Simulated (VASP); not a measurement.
Write the native input for VASP 6.6.1 that does the following.

* Task: single point
* Functional: PBEsol
* Potentials or basis: VASP PAW PBE potentials, release 64 (B)
* Cutoff: 520 eV
* k mesh: 27 × 27 × 12
* Occupations: gaussian, width 0.1 eV
* Spin: no spin polarisation
* Dipole correction: no
* Further INCAR settings: ALGO = Normal; EDIFF = 1e-06; NBANDS = 8

The structure of B lies in POSCAR:

```
B
1.0
    1.6721813312      0.0000000000      0.0000000000
   -0.8360906656      1.4481515125      0.0000000000
    0.0000000000      0.0000000000      3.8980094425
B
1
Direct
    0.0000000000      0.0000000000      0.0000000000
```

This cell differs from its parent crystal: strained.

The input as run:

INCAR

```
  ALGO = Normal
  EDIFF = 1E-6
  ENCUT = 520
  GGA = PS
  ISIF = 2
  ISMEAR = 0
  LASPH = True
  LCHARG = False
  LREAL = False
  LWAVE = False
  NBANDS = 8
  NELM = 60
  PREC = Accurate
  SIGMA = 0.1
```

KPOINTS

```
k-points
0
Gamma
  27 27 12
```

Potentials or basis: VASP PAW PBE potentials, release 64 (B).

Command:

```bash
$ cat potpaw_PBE.64/B/POTCAR > POTCAR
$ mpirun -np 1 vasp_std > vasp.out
```

Results of the run:

```yaml
Pressure: 11.9 GPa
```

Caveat: the cell differs from its parent crystal (strained); the PAW data sets were made with another functional, which shifts forces and pressure a little.

Run time: 36 s on 1 thread of Intel Xeon 8259CL, on a shared host, peak memory 0.14 GiB.
